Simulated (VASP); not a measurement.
## Se: single point with PBE

Se:

```xyz
2
Lattice="0.0000 3.1657 3.1657 3.1657 0.0000 3.1657 3.1657 3.1657 0.0000" Properties=species:S:1:pos:R:3 pbc="T T T"
Se   -0.7914   -0.7914   -0.7914
Se    0.7914    0.7914    0.7914
```

This isn't the form of Se at room conditions, which is trigonal, of chains.

| Quantity | Value |
| --- | --- |
| Program | VASP 6.6.1 |
| Task | single point |
| Functional | PBE |
| Potentials or basis | VASP PAW PBE potentials, release 64 (Se) |
| Cutoff | 520 eV |
| k mesh | 11 × 11 × 11 |
| Occupations | fermi-dirac, width 0.1 eV |
| Spin | no spin polarisation |

* Pressure: 0.0 GPa
* Band gap on the k mesh: zero (bands 6 and 7 overlap by 1.04 eV)

Levels at points of the mesh, in eV from the Fermi level:
| k point | band 3 | band 4 | band 5 | band 6 | band 7 | band 8 | band 9 | band 10 |
| --- | --- | --- | --- | --- | --- | --- | --- | --- |
| (0.00, 0.00, 0.00) | -3.38 | -3.38 | -3.38 | -0.74 | -0.74 | -0.74 | 4.42 | 7.67 |

Wall time 42 s on 1 thread of AMD EPYC 7R13 Processor (Zen 3) (shared host), peak memory 0.18 GiB.
